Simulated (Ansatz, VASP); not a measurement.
# MgO in VASP and in Ansatz

```xyz
4
Lattice="3.2198 0.0000 0.0000 -1.6099 2.7884 0.0000 0.0000 0.0000 5.2837" Properties=species:S:1:pos:R:3 pbc="T T T"
Mg    0.0000    1.8589    0.2688
Mg    1.6099    0.9295    2.9106
O     0.0000    1.8589    2.1184
O     1.6099    0.9295    4.7603
```

Alike in both runs: task single point; functional PBEsol; k mesh 9 × 9 × 6; occupations gaussian, width 0.05 eV; no spin polarisation.

|  | VASP | Ansatz |
| --- | --- | --- |
| version | VASP 6.6.1 | Ansatz 0.2.0 |
| potentials or method | VASP PAW PBE potentials, release 64 (Mg, O), cutoff 520 eV | scalar-relativistic, plane waves, PAW |
| valence electrons in the cell | 16 | 32 |

Ansatz gave:

```
gap on the k mesh at the Fermi level (eV)                     : 3.49
least direct gap on the mesh (eV)                             : 3.49
pressure (GPa)                                                : 2.4
traceless stress, the component that is largest in VASP (GPa) : 7.60
rms of the force components (eV/Å)                            : 0.965
```

**Question.** Estimate VASP's values.

**Answer.** gap on the k mesh at the Fermi level (eV): 3.49; least direct gap on the mesh (eV): 3.49; pressure (GPa): 2.2; traceless stress, the component that is largest in VASP (GPa): 7.83; rms of the force components (eV/Å): 0.983.

VASP's potentials were made for PBE, not for PBEsol, and Ansatz warns of the same on its side. Atom by atom the forces differ by 0.018 eV/Å (rms over components). VASP's potentials hold 16 valence electrons a cell and Ansatz's 32, so a difference there can come from the potentials and not from the codes.
